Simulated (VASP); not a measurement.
Al2SiF2, 5 atoms in the cell. The structure is trigonal, space group P-3m1 (No. 164). Conventional cell: a = 3.050 Å, b = 3.050 Å, c = 8.992 Å, α = 90.00°, β = 90.00°, γ = 120.00°. Al (site symmetry 3m) has 3 F at 2.11 Å and 3 Si at 2.60 Å within 2.8 Å. Within 3.4 Å of Si (site symmetry -3m) lie 6 Al at 2.60 Å and 6 Si at 3.05 Å. Within 2.8 Å of F (site symmetry 3m) lie 3 Al at 2.11 Å. 

```yaml
Program: VASP 6.6.1
Task: single point
Functional: PBE
Potentials_or_basis: VASP PAW PBE potentials, release 64 (Al, Si, F)
Cutoff: 600 eV
k_mesh: 4 × 4 × 2
Occupations: gaussian, width 0.15 eV
Spin: no spin polarisation
Dipole_correction: no
Further_INCAR_settings: ALGO = Normal; EDIFF = 1e-06; NBANDS = 20
```

Potentials or basis: VASP PAW PBE potentials, release 64 (Al, Si, F).

Command:

```sh
$ cat potpaw_PBE.64/Al/POTCAR potpaw_PBE.64/Si/POTCAR potpaw_PBE.64/F/POTCAR > POTCAR
$ mpirun -np 1 vasp_std > vasp.out
```

Hardware: 1 thread of Intel(R) Xeon(R) Platinum 8259CL CPU @ 2.50GHz (Skylake/Cascade Lake), with other jobs on the host.

**Question.** Estimate the wall time of this run.

**Answer.** It took 13 s on 1 thread of Intel(R) Xeon(R) Platinum 8259CL CPU @ 2.50GHz (Skylake/Cascade Lake), on a shared host, peak memory 0.19 GiB. Counts: scf iterations 15, k points 8.
